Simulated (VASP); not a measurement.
# La (P6_3/mmc) in VASP: further runs

The runs below take La through single point, relaxation of cell and atoms, with PBE, r2SCAN.

Everything below comes from runs of VASP 6.6.1. Logs are shortened: lines on timing, memory, paths and dates and some standing lists are left out, and cuts for length are marked.

**1. The cell of the first run**

Symmetry: P6_3/mmc, No. 194, hexagonal system. Conventional cell: a = 3.751 Å, b = 3.751 Å, c = 6.127 Å, α = 90.00°, β = 90.00°, γ = 120.00°. Within 4.9 Å of La (site symmetry -6m2) lie 12 La at 3.75 Å.

**2. Single point, PBE**

The input, INCAR:

```
SYSTEM = La
PREC = Accurate
ENCUT = 520
EDIFF = 1E-7
ISMEAR = 0
SIGMA = 0.05
LREAL = .FALSE.
LASPH = .TRUE.
NELM = 100
ALGO = Normal
ISIF = 2
LWAVE = .FALSE.
LCHARG = .FALSE.
GGA = PE
NBANDS = 18
```

The input, KPOINTS:

```
regular mesh
0
G
  6 6 4
  0 0 0
```

The input, POSCAR:

```
La
1.0
    3.7509925602      0.0000000000      0.0000000000
   -1.8754962801      3.2484548466      0.0000000000
    0.0000000000      0.0000000000      6.1266211817
La
2
Direct
    0.3333333333      0.6666666667      0.7500000000
    0.6666666667      0.3333333333      0.2500000000
```

Potentials or basis: VASP PAW PBE potentials, release 64 (La).

Launch:

```bash
> cat potpaw_PBE.64/La/POTCAR > POTCAR
> mpirun -np 1 vasp_std > vasp.out
```

OUTCAR:

```text
SYSTEM = La
   PREC = Accurate
   ENCUT = 520
   EDIFF = 1E-7
   ISMEAR = 0
   LREAL = .FALSE.
   LASPH = .TRUE.
   NELM = 100
   ISIF = 2
   GGA = PE

 ion  position               nearest neighbor table
   1  0.333  0.667  0.750-
   2  0.667  0.333  0.250-

  LATTYP: Found a hexagonal cell.
 ALAT       =     3.7509925602
 C/A-ratio  =     1.6333333333

  Lattice vectors:

 A1 = (   3.7509925602,   0.0000000000,   0.0000000000)
 A2 = (  -1.8754962801,   3.2484548466,   0.0000000000)
 A3 = (   0.0000000000,   0.0000000000,   6.1266211817)

Analysis of symmetry for initial positions (statically):
=====================================================================
 Subroutine PRICEL returns:
 Original cell was already a primitive cell.

 Routine SETGRP: Setting up the symmetry group for a
 hexagonal supercell.

 Subroutine GETGRP returns: Found 24 space group operations
 (whereof 12 operations were pure point group operations)
 out of a pool of 24 trial point group operations.

The static configuration has the point symmetry D_3d.
 The point group associated with its full space group is D_6h.

Analysis of symmetry for dynamics (positions and initial velocities):
=====================================================================
 Subroutine PRICEL returns:
 Original cell was already a primitive cell.

 Routine SETGRP: Setting up the symmetry group for a
 hexagonal supercell.

 Subroutine GETGRP returns: Found 24 space group operations
 (whereof 12 operations were pure point group operations)
 out of a pool of 24 trial point group operations.

The dynamic configuration has the point symmetry D_3d.
 The point group associated with its full space group is D_6h.

 Subroutine INISYM returns: Found 24 space group operations
 (whereof 12 operations are pure point group operations),
 and found     1 'primitive' translations

----------------------------------------------------------------------------------------

                                     Primitive cell

  volume of cell :      74.6525

  direct lattice vectors                    reciprocal lattice vectors
     3.750992560  0.000000000  0.000000000     0.266596103  0.153919332  0.000000000
    -1.875496280  3.248454847  0.000000000     0.000000000  0.307838664  0.000000000
     0.000000000  0.000000000  6.126621182     0.000000000  0.000000000  0.163222104

  length of vectors
     3.750992560  3.750992560  6.126621182     0.307838664  0.307838664  0.163222104

  position of ions in fractional coordinates (direct lattice)
     0.333333333  0.666666667  0.750000000
     0.666666667  0.333333333  0.250000000

  ion indices of the primitive-cell ions
   primitive index   ion index
                 1           1
                 2           2

----------------------------------------------------------------------------------------

 KPOINTS: regular mesh

Automatic generation of k-mesh.
 Grid dimensions read from file:
 generate k-points for:    6    6    4

 Generating k-lattice:

  Cartesian coordinates                     Fractional coordinates (reciprocal lattice)
     0.044432684  0.025653222  0.000000000     0.166666667  0.000000000  0.000000000
     0.000000000  0.051306444  0.000000000     0.000000000  0.166666667  0.000000000
     0.000000000  0.000000000  0.040805526     0.000000000  0.000000000  0.250000000

  Length of vectors
     0.051306444  0.051306444  0.040805526

  Shift w.r.t. Gamma in fractional coordinates (k-lattice)
     0.000000000  0.000000000  0.000000000

 Subroutine IBZKPT returns following result:
 ===========================================

 Found     21 irreducible k-points:

 Following reciprocal coordinates:
            Coordinates               Weight
  0.000000  0.000000  0.000000      1.000000
  0.166667  0.000000  0.000000      6.000000
  0.333333  0.000000  0.000000      6.000000
  0.500000  0.000000  0.000000      3.000000
  0.166667  0.166667  0.000000      6.000000
  0.333333  0.166667  0.000000     12.000000
[... 13 lines left out ...]
  0.333333  0.166667  0.500000     12.000000
  0.333333  0.333333  0.500000      2.000000
   k-points           NKPTS =     21   k-points in BZ     NKDIM =     21   number of bands    NBANDS=     18
   number of dos      NEDOS =    301   number of ions     NIONS =      2
   total plane-waves  NPLWV =  37632
   dimension x,y,z NGX =    28 NGY =   28 NGZ =   48
   dimension x,y,z NGXF=    56 NGYF=   56 NGZF=   96
   ions per type =               2
   NGX,Y,Z   is equivalent  to a cutoff of  12.41, 12.41, 13.02 a.u.
   NGXF,Y,Z  is equivalent  to a cutoff of  24.82, 24.82, 26.05 a.u.
 SYSTEM =  La
   PREC   = accura    normal or accurate (medium, high low for compatibility)
   ISTART =      0    job   : 0-new  1-cont  2-samecut
   ICHARG =      2    charge: 1-file 2-atom 10-const
   ISPIN  =      1    spin polarized calculation?
   LNONCOLLINEAR =      F non collinear calculations
   LSORBIT =      F    spin-orbit coupling
   LASPH  =      T    aspherical Exc in radial PAW
   ENCUT  =  520.0 eV  38.22 Ry    6.18 a.u.   6.97  6.97 11.39*2*pi/ulx,y,z
   NELM   =    100;   NELMIN=  2; NELMDL= -5     # of ELM steps
   EDIFF  = 0.1E-06   stopping-criterion for ELM
   LREAL  =      F    real-space projection
   EDIFFG = 0.1E-05   stopping-criterion for IOM
   NSW    =      0    number of steps for IOM
   IBRION =     -1    ionic relax: 0-MD 1-quasi-New 2-CG
   NFREE  =      0    steps in history (QN), initial steepest desc. (CG)
   ISIF   =      2    stress and relaxation
   ISYM   =      2    0-nonsym 1-usesym 2-fastsym
   POTIM  = 0.5000    time-step for ionic-motion
   TEBEG  =    0.0;   TEEND  =   0.0 temperature during run
   PSTRESS=    0.0 pullay stress
   NELECT =      22.0000    total number of electrons
   NUPDOWN=      -1.0000    fix difference up-down
   EMIN   =  10.00;   EMAX   =-10.00  energy-range for DOS
   EFERMI =   0.00;   METHOD = LEGACY
   ISMEAR =     0;   SIGMA  =   0.05  broadening in eV -4-tet -1-fermi 0-gaus
   EFERMI_NEDOS =   21; number of points for ismear=-14 and -15
   IALGO  =     38    algorithm
   IMIX   =      4    mixing-type and parameters
     AMIX     =   0.40;   BMIX     =  1.00
     AMIX_MAG =   1.60;   BMIX_MAG =  1.00
  volume/ion in A,a.u.               =      37.33       251.89
  Fermi-wavevector in a.u.,A,eV,Ry     =   1.089434  2.058732 16.148307  1.186867
  Thomas-Fermi vector in A             =   2.225637
   LORBIT       =      0    0 simple, 1 ext, 2 COOP (PROOUT), +10 PAW based schemes
   GGA     = PE    functional components
   LHFCALC =     F    Hartree Fock is set to
   AEXX    =    0.0000 exact exchange contribution
   IVDW    =     0    specifies the selected vdW correction
   LEPSILON=     F    determine dielectric tensor
   LRPA    =     F    only Hartree local field effects (RPA)
 non-spin polarized calculation
 Gauss-broadening in eV      SIGMA  =   0.05
  energy-cutoff  :      520.00
  volume of cell :       74.65
 maximum number of plane-waves:      2022
 NGX is ok and might be reduce to    28
   NGX = 13   NGY = 13   NGZ = 23

 number of electron      21.9999998 magnetization

 Free energy of the ion-electron system (eV)
  ---------------------------------------------------
  ext. energy  EPLUGINS =         0.00000000
  ---------------------------------------------------
  free energy    TOTEN  =        -9.70493613 eV

  energy without entropy =       -9.69950468  energy(sigma->0) =       -9.70222041

 E-fermi :   7.7661     XC(G=0):  -9.5415

 val. band max:        7.7571055660   @ k =   0.3333   0.1667   0.5000
 cond. band min:       7.8244865444   @ k =   0.1667   0.0000   0.5000
 fundamental gap:      0.0673809785
 Fermi energy:         7.7660764683

 k-point     1 :       0.0000    0.0000    0.0000
  band No.  band energies     occupation
      1     -25.0613      2.00000
      2     -24.8698      2.00000
      3      -9.4190      2.00000
      4      -8.2447      2.00000
      5      -8.2447      2.00000
      6      -8.0712      2.00000
[... 10 lines left out ...]
     17       9.5208      0.00000
     18       9.6083      0.00000

 k-point     2 :       0.1667    0.0000    0.0000
  band No.  band energies     occupation
      1     -25.0190      2.00000
      2     -24.8494      2.00000
      3      -9.3076      2.00000
      4      -8.5268      2.00000
      5      -8.3549      2.00000
      6      -8.3295      2.00000
[... 10 lines left out ...]
     17       9.4958      0.00000
     18       9.5715      0.00000

 k-point     3 :       0.3333    0.0000    0.0000
  band No.  band energies     occupation
      1     -24.9262      2.00000
      2     -24.8148      2.00000
      3      -9.0617      2.00000
      4      -9.0315      2.00000
      5      -8.8604      2.00000
      6      -8.4830      2.00000
[... 10 lines left out ...]
     17       9.6332      0.00000
     18       9.6567      0.00000

 k-point     4 :       0.5000    0.0000    0.0000
  band No.  band energies     occupation
      1     -24.8695      2.00000
      2     -24.8067      2.00000
      3      -9.3144      2.00000
      4      -9.0912      2.00000
      5      -8.8213      2.00000
      6      -8.5546      2.00000
[... 10 lines left out ...]
     17       9.6578      0.00000
     18       9.7047      0.00000

 k-point     5 :       0.1667    0.1667    0.0000
  band No.  band energies     occupation
      1     -24.9510      2.00000
      2     -24.8221      2.00000
      3      -9.1115      2.00000
      4      -8.8152      2.00000
      5      -8.8013      2.00000
      6      -8.4326      2.00000
[... 10 lines left out ...]
     17       9.6479      0.00000
     18       9.7235      0.00000

 k-point     6 :       0.3333    0.1667    0.0000
  band No.  band energies     occupation
      1     -24.8702      2.00000
      2     -24.8062      2.00000
      3      -9.1805      2.00000
      4      -8.9966      2.00000
      5      -8.8280      2.00000
      6      -8.6676      2.00000
[... 10 lines left out ...]
     17       9.6659      0.00000
     18       9.7366      0.00000

 k-point     7 :       0.3333    0.3333    0.0000
  band No.  band energies     occupation
      1     -24.8219      2.00000
      2     -24.8219      2.00000
      3      -9.0979      2.00000
      4      -8.9082      2.00000
      5      -8.9082      2.00000
      6      -8.6829      2.00000
[... 10 lines left out ...]
     17       9.5397      0.00000
     18       9.5812      0.00000

 k-point     8 :       0.0000    0.0000    0.2500
  band No.  band energies     occupation
      1     -25.0339      2.00000
      2     -24.8986      2.00000
      3      -9.2395      2.00000
      4      -8.2820      2.00000
      5      -8.2197      2.00000
      6      -8.2197      2.00000
[... 10 lines left out ...]
     17       9.3938      0.00000
     18       9.5454      0.00000
[... 166 lines left out ...]
     17       9.5784      0.00000
     18       9.6129      0.00000

 k-point    17 :       0.3333    0.0000    0.5000
  band No.  band energies     occupation
      1     -24.8709      2.00000
      2     -24.8709      2.00000
      3      -9.1589      2.00000
      4      -9.1589      2.00000
      5      -8.4308      2.00000
      6      -8.4308      2.00000
[... 10 lines left out ...]
     17       9.5650      0.00000
     18       9.5709      0.00000

 k-point    18 :       0.5000    0.0000    0.5000
  band No.  band energies     occupation
      1     -24.8381      2.00000
      2     -24.8381      2.00000
      3      -9.3673      2.00000
      4      -9.3673      2.00000
      5      -8.4139      2.00000
      6      -8.4139      2.00000
[... 10 lines left out ...]
     17       9.6697      0.00000
     18       9.6708      0.00000

 k-point    19 :       0.1667    0.1667    0.5000
  band No.  band energies     occupation
      1     -24.8871      2.00000
      2     -24.8871      2.00000
      3      -9.0222      2.00000
      4      -9.0222      2.00000
      5      -8.4702      2.00000
      6      -8.4702      2.00000
[... 10 lines left out ...]
     17       9.6834      0.00000
     18       9.7000      0.00000

 k-point    20 :       0.3333    0.1667    0.5000
  band No.  band energies     occupation
      1     -24.8382      2.00000
      2     -24.8382      2.00000
      3      -9.2518      2.00000
      4      -9.2518      2.00000
      5      -8.6294      2.00000
      6      -8.6294      2.00000
[... 10 lines left out ...]
     17       9.6842      0.00000
     18       9.6909      0.00000

 k-point    21 :       0.3333    0.3333    0.5000
  band No.  band energies     occupation
      1     -24.8217      2.00000
      2     -24.8217      2.00000
      3      -9.1567      2.00000
      4      -9.1567      2.00000
      5      -8.8972      2.00000
      6      -8.8972      2.00000
[... 10 lines left out ...]
     17       9.5027      0.00000
     18       9.5027      0.00000

------------------------ aborting loop because EDIFF is reached ----------------------------------------

  FORCE on cell =-STRESS in cart. coord.  units (eV):
  Direction    XX          YY          ZZ          XY          YZ          ZX
  --------------------------------------------------------------------------------------
  -------------------------------------------------------------------------------------
  Total        0.1439667      0.1439667      0.1664174      0.0000000      0.0000000      0.0000000
  in kB        3.0897882      3.0897882      3.5716192      0.0000000      0.0000000      0.0000000
  external PRESSURE =       3.2503986 kB  Pullay stress =       0.0000000 kB

 VOLUME and BASIS-vectors are now :
 -----------------------------------------------------------------------------
  energy-cutoff  :      520.00
  volume of cell :       74.65
      direct lattice vectors                 reciprocal lattice vectors
     3.750992560  0.000000000  0.000000000     0.266596103  0.153919332  0.000000000
    -1.875496280  3.248454847  0.000000000     0.000000000  0.307838664  0.000000000
     0.000000000  0.000000000  6.126621182     0.000000000  0.000000000  0.163222104

 POSITION                                       TOTAL-FORCE (eV/Angst)
 -----------------------------------------------------------------------------------
     -0.00000      2.16564      4.59497        -0.000000      0.000000      0.000000
      1.87550      1.08282      1.53166         0.000000     -0.000000      0.000000
 -----------------------------------------------------------------------------------
    total drift:                               -0.000000      0.000000     -0.000000

  FREE ENERGIE OF THE ION-ELECTRON SYSTEM (eV)
  ---------------------------------------------------
  free  energy   TOTEN  =        -9.7049361288 eV

  energy  without entropy=       -9.6995046822  energy(sigma->0) =       -9.70222041
```

It took 21 s on 1 thread of Intel Xeon 6975P-C (Granite Rapids), shared host; peak memory 0.19 GiB.

What came out:

* Free energy: -9.7049 eV
* Pressure: 0.3 GPa
* Band gap on the k mesh: zero (band 11 reaches 8.88 eV, above the bottom of band 12 at 7.41 eV)

Levels at points of the mesh, in eV from the Fermi level:
| k point | band 8 | band 9 | band 10 | band 11 | band 12 | band 13 | band 14 | band 15 |
| --- | --- | --- | --- | --- | --- | --- | --- | --- |
| (0.00, 0.00, 0.00) | -15.83 | -3.13 | -1.69 | 1.12 | 1.39 | 1.39 | 1.58 | 1.65 |
| (0.50, 0.00, 0.00) | -16.01 | -1.54 | -1.12 | -1.10 | 1.22 | 1.30 | 1.33 | 1.52 |
| (0.00, 0.00, 0.50) | -15.92 | -1.84 | -1.84 | 0.62 | 0.62 | 1.45 | 1.45 | 1.45 |
| (0.50, 0.00, 0.50) | -16.17 | -1.61 | -1.61 | -0.36 | -0.36 | 1.60 | 1.60 | 1.82 |

Caveat: spin-orbit coupling is left out, which moves the levels of the heavy elements.

(Continued in part 2 of 3.)
